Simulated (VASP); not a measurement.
## Zr: single point with PBE

The system is Zr.

```
CELL_PARAMETERS angstrom
0.00000 2.29373 2.29373
2.29373 0.00000 2.29373
2.29373 2.29373 0.00000
ATOMIC_POSITIONS crystal
Zr 0.00000 0.00000 0.00000
```

This cell differs from its parent crystal: volume scaled by 1.04.

```
Program             : VASP 6.6.1
Task                : single point
Functional          : PBE
Potentials or basis : VASP PAW PBE potentials, release 64 (Zr_sv)
Cutoff              : 520 eV
k mesh              : 20 × 20 × 20
Occupations         : fermi-dirac, width 0.1 eV
Spin                : no spin polarisation
```

* Pressure: -3.1 GPa
* Band gap on the k mesh: zero (band 6 reaches 9.46 eV, above the bottom of band 7 at 8.05 eV)

Levels at points of the mesh, in eV from the Fermi level:
```tsv
k point	band 2	band 3	band 4	band 5	band 6	band 7	band 8	band 9	band 10	band 11
(0.00, 0.00, 0.00)	-26.34	-26.34	-26.34	-5.48	0.97	0.97	0.97	3.27	3.27	10.43
(0.50, 0.00, 0.00)	-27.19	-26.45	-26.45	-2.84	0.81	0.81	0.98	4.96	4.96	9.09
(0.50, 0.50, 0.00)	-27.13	-26.64	-26.64	-2.83	-2.05	2.80	4.96	5.44	5.44	9.52
```

Run time: 29 s on 1 thread of Intel(R) Xeon(R) Platinum 8375C CPU @ 2.90GHz (Ice Lake), on a shared host, peak memory 0.19 GiB.
